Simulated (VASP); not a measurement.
Wanted: the native input for a VASP 6.6.1 run.

| Property | Result |
| --- | --- |
| Task | relaxation of cell and atoms |
| Functional | PBE |
| Potentials or basis | VASP PAW PBE potentials, release 64 (Cd, W_sv) |
| Cutoff | 500 eV |
| k mesh | 18 × 18 × 6 |
| Occupations | gaussian, width 0.1 eV |
| Spin | no spin polarisation |
| Dipole correction | no |
| Further INCAR settings | ALGO = Normal; EDIFF = 1e-07; IBRION = 2; EDIFFG = -0.01; NSW = 100; ISIF = 3 |

The structure of CdW2 lies in POSCAR:

```
CdW2
1.0
    2.8284386666      0.0000000000      0.0000000000
   -1.4142193333      2.4494997384      0.0000000000
    0.0000000000      0.0000000000      7.5407974388
Cd W
1 2
Direct
    0.0000000000      0.0000000000      0.0000000000
    0.3333333333      0.6666666667      0.3420046239
    0.6666666667      0.3333333333      0.6579953761
```

The cell was built from a structure type or drawn by symmetry, and may not be a known phase.

The input as run:

INCAR

```
SYSTEM = CdW2
PREC = Accurate ; ENCUT = 500
EDIFF = 1E-7 ; ISMEAR = 0
SIGMA = 0.1 ; LREAL = .FALSE.
LASPH = .TRUE. ; NELM = 120
ALGO = Normal ; ISIF = 3
LWAVE = .FALSE. ; LCHARG = .FALSE.
GGA = PE ; IBRION = 2
NSW = 100 ; EDIFFG = -0.01
GGA_COMPAT = .FALSE. ; NELMIN = 4
```

KPOINTS

```
regular mesh
0
G
  18 18 6
  0 0 0
```

Potentials or basis: VASP PAW PBE potentials, release 64 (Cd, W_sv).

Run with:

```sh
$ cat potpaw_PBE.64/Cd/POTCAR potpaw_PBE.64/W_sv/POTCAR > POTCAR
$ mpirun -np 1 vasp_std > vasp.out
```

Results of the run:

```
Relaxed volume                        : 17.51 Å³/atom
Relaxed cell                          : a = 2.833 Å, b = 2.833 Å, c = 7.557 Å, α = 90.00°, β = 90.00°, γ = 120.00°
Space group after relaxing (to 0.1 Å) : P-3m1 (No. 164)
Energy gained by relaxing             : 0.3 meV/atom
Ionic steps                           : 4
Pressure after relaxing               : 0.0 GPa
Largest force after relaxing          : 0.009 eV/Å
Band gap on the k mesh                : zero (bands 20 and 21 overlap by 0.85 eV)
```

Caveat: spin-orbit coupling is left out, which moves the levels of the heavy elements.

Run time: 7.8 min on 1 thread of AMD EPYC 9R45 96-Core Processor (Zen 5), with other jobs on the host, peak memory 0.33 GiB.
